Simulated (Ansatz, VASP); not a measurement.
## As: VASP beside Ansatz

INCAR

```
SYSTEM = As
ALGO = Normal
EDIFF = 1E-7
ENCUT = 520
GGA = PS
ISIF = 2
ISMEAR = -1
LASPH = .True.
LCHARG = .True.
LELF = .True.
LREAL = .False.
LVHAR = .True.
LWAVE = .False.
NBANDS = 12
NELM = 100
PREC = Accurate
SIGMA = 0.08
```

KPOINTS

```
k-points
0
Gamma
  11 11 11
  0 0 0
```

POSCAR

```
As
1.0
    0.0000000000      2.7388905866      2.7388905866
    2.7388905866      0.0000000000      2.7388905866
    2.7388905866      2.7388905866      0.0000000000
As
2
Direct
   -0.1250000000     -0.1250000000     -0.1250000000
    0.1250000000      0.1250000000      0.1250000000
```

Input for Ansatz:

```yaml
crystal:
  lattice:
    - [0.0, 2.7388905866, 2.7388905866]
    - [2.7388905866, 0.0, 2.7388905866]
    - [2.7388905866, 2.7388905866, 0.0]
  atoms:
    - { symbol: As, position: [-0.125, -0.125, -0.125] }
    - { symbol: As, position: [0.125, 0.125, 0.125] }
kpoints:
  mp_grid: { grid: [11, 11, 11] }
scf:
  occupations: { method: fermi_dirac, width: 0.08 }
hamiltonian:
  xc: pbesol
  pseudopotentials: { kind: all_electron, lapw: { basis_error: 0.001 } }
output:
  forces: true
  stress: true
  eigenvalues: true
  populations: true
```

Change from the starting cell: volume scaled by 0.76, LAPW.

Alike in both runs: task single point; functional PBEsol; k mesh 11 × 11 × 11; occupations fermi-dirac, width 0.08 eV; no spin polarisation.

|  | VASP | Ansatz |
| --- | --- | --- |
| version | VASP 6.6.1 | Ansatz 0.2.0 |
| potentials or method | VASP PAW PBE potentials, release 64 (As), cutoff 520 eV | all-electron LAPW, scalar-relativistic |

Ansatz gave:

* pressure (GPa): 23.7

Task: What did VASP give for the same quantities?

Result: Pressure (GPa): 24.5.

VASP's potentials were made for PBE, not for PBEsol. Ansatz ran all-electron here, and VASP with PAW potentials.
